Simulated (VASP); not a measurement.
HfSi (zincblende type), 2 atoms in the cell. The structure is cubic, space group F-43m (No. 216). The conventional cell has a = 5.828 Å, b = 5.828 Å, c = 5.828 Å, α = 90.00°, β = 90.00°, γ = 90.00°. Within 3.3 Å of Hf (site symmetry -43m) lie 4 Si at 2.52 Å. Within 3.3 Å of Si (site symmetry -43m) lie 4 Hf at 2.52 Å.  This cell differs from its parent crystal: volume scaled by 0.95.

| Quantity | Value |
| --- | --- |
| Program | VASP 6.6.1 |
| Task | single point |
| Functional | LDA |
| Potentials or basis | VASP PAW LDA potentials, release 64 (Hf_pv, Si) |
| Cutoff | 520 eV |
| k mesh | 12 × 12 × 12 |
| Occupations | fermi-dirac, width 0.08 eV |
| Spin | no spin polarisation |
| Dipole correction | no |
| Further INCAR settings | ALGO = Normal; EDIFF = 1e-07; NBANDS = 14 |

Potentials or basis: VASP PAW LDA potentials, release 64 (Hf_pv, Si).

Command:

```bash
$ cat potpaw_LDA.64/Hf_pv/POTCAR potpaw_LDA.64/Si/POTCAR > POTCAR
$ mpirun -np 1 vasp_std > vasp.out
```

Hardware: 1 thread of AMD EPYC 7R13 Processor (Zen 3) (shared host).

**Question.** How long does it take, and how much memory?

**Answer.** Run time: 62 s on 1 thread of AMD EPYC 7R13 Processor (Zen 3), on a shared host, peak memory 0.15 GiB. Counts: scf iterations 14, k points 72.
